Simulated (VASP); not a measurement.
Input of a VASP 6.6.1 run:

File INCAR:

```
ALGO     = Normal         # electronic algorithm
EDIFF    = 1E-6           # SCF threshold, eV
ENCUT    = 520            # plane-wave cutoff, eV
GGA      = PE             # functional
ISIF     = 2              # what is computed and relaxed
ISMEAR   = 0              # smearing method
LASPH    = True           # aspherical terms in the spheres
LCHARG   = False          # write CHGCAR
LREAL    = False          # projectors in reciprocal space
LWAVE    = False          # write WAVECAR
NBANDS   = 16             # bands
NELM     = 80             # most SCF steps
PREC     = Accurate       # precision mode
SIGMA    = 0.01           # smearing width, eV
```

Contents of KPOINTS:

```
k-points
0
Gamma
  8 8 8
```

File POSCAR:

```
GaN
1.0
    0.0000000000      2.2758143422      2.2758143422
    2.2758143422      0.0000000000      2.2758143422
    2.2758143422      2.2758143422      0.0000000000
Ga N
1 1
Direct
    0.0000000000      0.0000000000      0.0000000000
    0.7500000000      0.7500000000      0.7500000000
```

Potentials or basis: VASP PAW PBE potentials, release 64 (Ga_d, N).

Launch:

```console
$ cat potpaw_PBE.64/Ga_d/POTCAR potpaw_PBE.64/N/POTCAR > POTCAR
$ mpirun -np 1 vasp_std > vasp.out
```

Task: Estimate the band gap on the k mesh.

Result: 1.53 eV, direct.

Task: What does it give for the pressure?

Result: -0.3 GPa.

PBE gaps usually lie below the measured ones, often by a third to a half.
